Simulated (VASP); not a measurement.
# GaSb (F-43m) in VASP: a series of runs, part 2 of 2

VASP 6.6.1. The steps go on from the part before.

**3. Single point, BHLYP**

This run uses another cell than the first one, of 30.34 Å³/atom.

Input file POSCAR:

```
GaSb
1.0
    0.0000000000      3.1189956238      3.1189956238
    3.1189956238      0.0000000000      3.1189956238
    3.1189956238      3.1189956238      0.0000000000
Sb Ga
1 1
Direct
    0.7500000000      0.7500000000      0.7500000000
    0.0000000000      0.0000000000      0.0000000000
```

Input file INCAR.step1:

```
ALGO = Normal
EDIFF = 1E-5
ENCUT = 520
GGA = PE
ISIF = 2
ISMEAR = -1
LASPH = True
LREAL = False
LWAVE = True
NBANDS = 16
NELM = 60
PREC = Accurate
SIGMA = 0.05
```

Input file INCAR.step2:

```
AEXX = 0.5
AGGAC = 1.0
AGGAX = 0.5
ALDAC = 0.0
ALDAX = 0.5
ALGO = Normal
EDIFF = 1E-6
ENCUT = 520
GGA = B5
ISIF = 2
ISMEAR = -1
ISTART = 1
LASPH = True
LCHARG = True
LELF = True
LHFCALC = True
LREAL = False
LVHAR = True
LWAVE = False
NBANDS = 16
NELM = 60
PREC = Accurate
PRECFOCK = Normal
SIGMA = 0.05
```

Input file KPOINTS:

```
k-points
0
Gamma
  4 4 4
```

Potentials or basis: VASP PAW PBE potentials, release 64 (Sb, Ga_d).

Command:

```
$ cat potpaw_PBE.64/Sb/POTCAR potpaw_PBE.64/Ga_d/POTCAR > POTCAR
$ cp INCAR.step1 INCAR
$ mpirun -np 1 vasp_std > vasp.out
$ cp INCAR.step2 INCAR
$ mpirun -np 1 vasp_std > vasp.out
```

OUTCAR:

```text
AEXX = 0.5
   EDIFF = 1E-6
   ENCUT = 520
   GGA = B5
   ISIF = 2
   ISMEAR = -1
   ISTART = 1
   LASPH = True
   LHFCALC = True
   LREAL = False
   NELM = 60
   PREC = Accurate
   PRECFOCK = Normal

 ion  position               nearest neighbor table
   1  0.750  0.750  0.750-   2 2.70   2 2.70   2 2.70   2 2.70
   2  0.000  0.000  0.000-   1 2.70   1 2.70   1 2.70   1 2.70

  LATTYP: Found a face centered cubic cell.
 ALAT       =     6.2379912476

  Lattice vectors:

 A1 = (   0.0000000000,   3.1189956238,   3.1189956238)
 A2 = (   3.1189956238,   0.0000000000,   3.1189956238)
 A3 = (   3.1189956238,   3.1189956238,   0.0000000000)

Analysis of symmetry for initial positions (statically):
=====================================================================
 Subroutine PRICEL returns:
 Original cell was already a primitive cell.

 Routine SETGRP: Setting up the symmetry group for a
 face centered cubic supercell.

 Subroutine GETGRP returns: Found 24 space group operations
 (whereof 24 operations were pure point group operations)
 out of a pool of 48 trial point group operations.

[... 152 lines left out ...]

 E-fermi :   4.1197     XC(G=0):  -4.6206

 val. band max:        2.9822145335   @ k =   0.0000   0.0000   0.0000
 cond. band min:       5.7454782545   @ k =   0.0000   0.0000   0.0000
 fundamental gap:      2.7632637210
 Fermi energy:         4.1196761136

 k-point     1 :       0.0000    0.0000    0.0000
  band No.  band energies     occupation
      1     -17.3260      2.00000
      2     -17.3260      2.00000
      3     -17.3260      2.00000
      4     -17.2770      2.00000
      5     -17.2770      2.00000
      6     -10.0858      2.00000
[... 129 lines left out ...]
      3     -17.3101      2.00000
      4     -17.2807      2.00000
      5     -17.2769      2.00000
      6      -7.2929      2.00000
[... 8 lines left out ...]
     15      16.5810      0.00000
     16      18.0554      0.00000

------------------------ aborting loop because EDIFF is reached ----------------------------------------

  FORCE on cell =-STRESS in cart. coord.  units (eV):
  Direction    XX          YY          ZZ          XY          YZ          ZX
  --------------------------------------------------------------------------------------
  -------------------------------------------------------------------------------------
  Total       -1.3882421     -1.3882421     -1.3882421      0.0000000      0.0000000      0.0000000
  in kB      -36.6523219    -36.6523219    -36.6523219      0.0000000      0.0000000      0.0000000
  external PRESSURE =     -36.6523219 kB  Pullay stress =       0.0000000 kB

 VOLUME and BASIS-vectors are now :
 -----------------------------------------------------------------------------
  energy-cutoff  :      520.00
  volume of cell :       60.68
      direct lattice vectors                 reciprocal lattice vectors
     0.000000000  3.118995624  3.118995624    -0.160308016  0.160308016  0.160308016
     3.118995624  0.000000000  3.118995624     0.160308016 -0.160308016  0.160308016
     3.118995624  3.118995624  0.000000000     0.160308016  0.160308016 -0.160308016

 POSITION                                       TOTAL-FORCE (eV/Angst)
 -----------------------------------------------------------------------------------
      4.67849      4.67849      4.67849        -0.000000     -0.000000     -0.000000
      0.00000      0.00000      0.00000         0.000000      0.000000      0.000000
 -----------------------------------------------------------------------------------
    total drift:                                0.000029      0.000047      0.000029

  FREE ENERGIE OF THE ION-ELECTRON SYSTEM (eV)
  ---------------------------------------------------
  free  energy   TOTEN  =       -11.7787837324 eV

  energy  without entropy=      -11.7787837324  energy(sigma->0) =      -11.77878373
```

OUTCAR.step1:

```text
EDIFF = 1E-5
   ENCUT = 520
   GGA = PE
   ISIF = 2
   ISMEAR = -1
[... 354 lines left out ...]
 -----------------------------------------------------------------------------------
      4.67849      4.67849      4.67849         0.000000      0.000000      0.000000
      0.00000      0.00000      0.00000        -0.000000     -0.000000     -0.000000
 -----------------------------------------------------------------------------------
    total drift:                               -0.000001     -0.000001     -0.000001

  FREE ENERGIE OF THE ION-ELECTRON SYSTEM (eV)
  ---------------------------------------------------
  free  energy   TOTEN  =        -7.1918752229 eV

  energy  without entropy=       -7.1885926630  energy(sigma->0) =       -7.19023394
```

It took 14 min on 1 thread of AMD EPYC 7R43 (Zen 3), shared host; peak memory 0.18 GiB.

Results:

```yaml
Free_energy: -11.7788 eV
Pressure: -3.7 GPa
Band_gap_on_the_k_mesh: 2.76 eV
```

Caveat: the k points lie up to 0.44 Å⁻¹ apart; the PAW data sets were made with another functional, which shifts forces and pressure a little; spin-orbit coupling is left out, which moves the levels of the heavy elements. A k mesh can miss the band edges.

**4. Single point, PBEsol-based screened hybrid with 25 % exact exchange**

This run uses another cell than the first one, of 28.62 Å³/atom.

Input file POSCAR:

```
GaSb
1.0
    0.0000000000      3.0590000000      3.0590000000
    3.0590000000      0.0000000000      3.0590000000
    3.0590000000      3.0590000000      0.0000000000
Sb Ga
1 1
Direct
    0.7500000000      0.7500000000      0.7500000000
    0.0000000000      0.0000000000      0.0000000000
```

Input file INCAR.step1:

```
PREC = Accurate
ENCUT = 520
EDIFF = 1E-5
ISMEAR = -1
SIGMA = 0.05
LREAL = F
LASPH = T
NELM = 60
ALGO = Normal
ISIF = 2
LWAVE = T
LCHARG = F
GGA = PE
NBANDS = 16
```

Input file INCAR.step2:

```
PREC = Accurate
ENCUT = 520
EDIFF = 1E-7
ISMEAR = -1
SIGMA = 0.05
LREAL = F
LASPH = T
NELM = 60
ALGO = Normal
ISIF = 2
LWAVE = F
LCHARG = F
GGA = PS
LHFCALC = T
AEXX = 0.25
HFSCREEN = 0.207
PRECFOCK = Normal
ISTART = 1
NBANDS = 16
```

Input file KPOINTS:

```
Automatic mesh
0
Gamma
  4 4 4
```

Command:

```
$ cat potpaw_PBE.64/Sb/POTCAR potpaw_PBE.64/Ga_d/POTCAR > POTCAR
$ cp INCAR.step1 INCAR
$ mpirun -np 1 vasp_std > vasp.out
$ cp INCAR.step2 INCAR
$ mpirun -np 1 vasp_std > vasp.out
```

Run time: 20 min. Hardware: 1 thread of AMD EPYC 7R43 (Zen 3), shared host; peak memory 0.27 GiB.

It converged, with:

| Quantity | Value |
| --- | --- |
| Free energy | -9.3071 eV |
| Pressure | -1.4 GPa |
| Band gap on the k mesh | 0.82 eV |

Levels at points of the mesh, in eV from the valence-band top:
```csv
k point,band 6,band 7,band 8,band 9,band 10,band 11,band 12,band 13
"(0.00, 0.00, 0.00)",-12.56,0.00,0.00,0.00,0.82,3.47,3.47,3.47
"(0.50, 0.00, 0.00)",-10.76,-6.92,-1.24,-1.24,1.03,4.47,4.47,7.20
"(0.50, 0.50, 0.00)",-9.83,-7.40,-2.79,-2.79,1.45,1.76,9.88,9.88
```

Caveat: the k points lie up to 0.44 Å⁻¹ apart; the PAW data sets were made with another functional, which shifts forces and pressure a little; spin-orbit coupling is left out, which moves the levels of the heavy elements.

**5. Single point, PBEsol, non-collinear spin, typed start, spin-orbit coupling (22.90 Å³/atom)**

This run uses another cell than the first one, of 22.90 Å³/atom.

Input file INCAR:

```
PREC = Accurate
ENCUT = 520
EDIFF = 1E-7
ISMEAR = -1
SIGMA = 0.1
LREAL = False
LASPH = True
NELM = 150
ALGO = Normal
ISIF = 2
LWAVE = False
LCHARG = False
MAGMOM = 0.289 0.289 0.289 0 0 0
LORBIT = 11
LSORBIT = True
GGA_COMPAT = False
LORBMOM = True
GGA = PS
NBANDS = 30
```

Input file KPOINTS:

```
Automatic mesh
0
Gamma
  8 8 8
```

Input file POSCAR:

```
GaSb
1.0
    0.0000000000      2.8397240484      2.8397240484
    2.8397240484      0.0000000000      2.8397240484
    2.8397240484      2.8397240484      0.0000000000
Sb Ga
1 1
Direct
    0.7500000000      0.7500000000      0.7500000000
    0.0000000000      0.0000000000      0.0000000000
```

Command:

```
$ cat potpaw_PBE.64/Sb/POTCAR potpaw_PBE.64/Ga_d/POTCAR > POTCAR
$ mpirun -np 1 vasp_ncl > vasp.out
```

It took 8.3 min on 1 thread of Intel Xeon Platinum 8259CL at 2.50GHz (Skylake/Cascade Lake), shared host; peak memory 0.52 GiB.

It converged, with:

| Quantity | Value |
| --- | --- |
| Free energy | -7.6602 eV |
| Pressure | 19.2 GPa |
| Net moment | 0.00 μB per cell |
| Valence electrons inside the program's atomic spheres | Sb 2.66; Ga 11.93 |

Moments on the atoms (μB; x, y, z):
```
Sb  0.00 0.00 0.00
Ga  0.00 0.00 0.00
```

Caveat: the cell stands under pressure; the PAW data sets were made with another functional, which shifts forces and pressure a little.

**6. Summary**

| level | spin | cell | k mesh | smearing | grid for exact exchange (PRECFOCK) | share of exact exchange | screening parameter | gap on the mesh (eV) | pressure (GPa) |
| --- | --- | --- | --- | --- | --- | --- | --- | --- | --- |
| BHLYP | off | a = 4.383 Å, angles 60.0°, 2 atoms | 4 × 4 × 4 | fermi-dirac 0.05 eV | Normal | 0.5 | - | 2.95 | -2.8 |
| BHLYP | off | a = 4.411 Å, angles 60.0°, 2 atoms | 4 × 4 × 4 | fermi-dirac 0.05 eV | Normal | 0.5 | - | 2.76 | -3.7 |
| PBEsol-based screened hybrid with 25 % exact exchange | off | a = 4.326 Å, angles 60.0°, 2 atoms | 4 × 4 × 4 | fermi-dirac 0.05 eV | Normal | 0.25 | 0.207 1/Å | 0.82 | -1.4 |
| PBEsol | non-collinear, typed start, SOC | a = 4.016 Å, angles 60.0°, 2 atoms | 8 × 8 × 8 | fermi-dirac 0.1 eV | - | - | - | - | 19.2 |

Alike in all rows: task single point; potentials or basis VASP PAW PBE potentials, release 64 (Sb, Ga_d); cutoff (eV) 520.

Caveats: some runs use coarse meshes; the PAW data sets were made with another functional, which shifts forces and pressure a little; spin-orbit coupling is left out, which moves the levels of the heavy elements (at least some runs); the cell stands under pressure (at least some runs).

Absolute energies hang on the potentials; compare differences alone.
